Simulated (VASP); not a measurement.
Wanted: the native input for a VASP 6.6.1 run.

```
Task                   : single point
Functional             : r2SCAN
Potentials or basis    : VASP PAW PBE potentials, release 64 (Ba_sv, Hf_pv, O)
Cutoff                 : 520 eV
k mesh                 : 6 × 6 × 6
Occupations            : gaussian, width 0.01 eV
Spin                   : no spin polarisation
Dipole correction      : no
Further INCAR settings : ALGO = Normal; EDIFF = 1e-07; NBANDS = 27
```

BaHfO3:

```
CELL_PARAMETERS angstrom
4.21841 0.00000 0.00000
0.00000 4.21841 0.00000
0.00000 0.00000 4.21841
ATOMIC_POSITIONS crystal
Ba 0.50000 0.50000 0.99800
Hf 0.00000 0.00000 0.49799
O 0.00000 0.50000 0.49801
O 0.50000 0.00000 0.49801
O 0.00000 0.00000 0.99800
```

These files were run (other wordings do the same):

POSCAR

```
BaHfO3
1.0
    4.2184114095      0.0000000000      0.0000000000
    0.0000000000      4.2184114095      0.0000000000
    0.0000000000      0.0000000000      4.2184083684
Ba Hf O
1 1 3
Direct
    0.5000000000      0.5000000000      0.9979971341
    0.0000000000      0.0000000000      0.4979944383
    0.0000000000      0.5000000000      0.4980131608
    0.5000000000      0.0000000000      0.4980131608
    0.0000000000      0.0000000000      0.9980038959
```

INCAR.step1

```
SYSTEM = BaHfO3
ALGO = Normal
EDIFF = 1E-4
ENCUT = 520
GGA = PE
ISMEAR = 0
LASPH = .TRUE.
LCHARG = .FALSE.
LREAL = .FALSE.
LWAVE = .TRUE.
NBANDS = 27
NELM = 60
PREC = Accurate
SIGMA = 0.01
```

INCAR.step2

```
SYSTEM = BaHfO3
ALGO = Normal
EDIFF = 1E-7
ENCUT = 520
ISIF = 2
ISMEAR = 0
ISTART = 1
LASPH = .TRUE.
LCHARG = .FALSE.
LMIXTAU = .TRUE.
LREAL = .FALSE.
LWAVE = .FALSE.
METAGGA = R2SCAN
NBANDS = 27
NELM = 60
PREC = Accurate
SIGMA = 0.01
```

KPOINTS

```
k-points
0
G
  6 6 6
  0 0 0
```

Potentials or basis: VASP PAW PBE potentials, release 64 (Ba_sv, Hf_pv, O).

Launch:

```bash
$ cat potpaw_PBE.64/Ba_sv/POTCAR potpaw_PBE.64/Hf_pv/POTCAR potpaw_PBE.64/O/POTCAR > POTCAR
$ cp INCAR.step1 INCAR
$ mpirun -np 1 vasp_std > vasp.out
$ cp INCAR.step2 INCAR
$ mpirun -np 1 vasp_std > vasp.out
```

Results of the run:

```yaml
Pressure: -5.5 GPa
Band_gap_on_the_k_mesh: 4.04 eV (least direct gap 4.31 eV)
```

Caveat: the cell stands under tension; the PAW data sets were made with another functional, which shifts forces and pressure a little; spin-orbit coupling is left out, which moves the levels of the heavy elements.

Wall time 7.8 min on 1 thread of Intel Xeon 8259CL, on a shared host, peak memory 0.22 GiB.
